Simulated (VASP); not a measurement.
Wanted: the native input for a VASP 6.6.1 run.

| Property | Result |
| --- | --- |
| Task | single point |
| Functional | PBEsol |
| Potentials or basis | VASP PAW PBE potentials, release 64 (Na_pv, La) |
| Cutoff | 520 eV |
| k mesh | 4 × 4 × 4 |
| Occupations | methfessel-paxton, width 0.1 eV |
| Spin | no spin polarisation |
| Dipole correction | no |
| Further INCAR settings | ALGO = Normal; EDIFF = 1e-07; NBANDS = 28 |

The structure of NaLa3 lies in POSCAR:

```
NaLa3
1.0
    5.1317599883      0.0000000000      0.0000000000
    0.0000000000      5.1317599883      0.0000000000
    0.0000000000      0.0000000000      5.1317599883
Na La
1 3
Direct
    0.0000000000      0.0000000000      0.0000000000
    0.5000000000      0.0000000000      0.5000000000
    0.0000000000      0.5000000000      0.5000000000
    0.5000000000      0.5000000000      0.0000000000
```

The input as run:

INCAR

```
SYSTEM = NaLa3
PREC = Accurate
ENCUT = 520
EDIFF = 1E-7
ISMEAR = 1
SIGMA = 0.1
LREAL = .FALSE.
LASPH = .TRUE.
NELM = 60
ALGO = Normal
ISIF = 2
LWAVE = .FALSE.
LCHARG = .TRUE.
GGA = PS
LELF = .TRUE.
LVHAR = .TRUE.
NBANDS = 28
```

KPOINTS

```
Automatic mesh
0
G
  4 4 4
  0 0 0
```

Potentials or basis: VASP PAW PBE potentials, release 64 (Na_pv, La).

Run with:

```sh
$ cat potpaw_PBE.64/Na_pv/POTCAR potpaw_PBE.64/La/POTCAR > POTCAR
$ mpirun -np 1 vasp_std > vasp.out
```

Results of the run:

```
Pressure               : 0.1 GPa
Band gap on the k mesh : zero (bands 20 and 21 overlap by 2.11 eV)
```

Caveat: the PAW data sets were made with another functional, which shifts forces and pressure a little; spin-orbit coupling is left out, which moves the levels of the heavy elements.

Wall time 2.1 min on 1 thread of Intel Xeon 8259CL (shared host), peak memory 0.26 GiB.
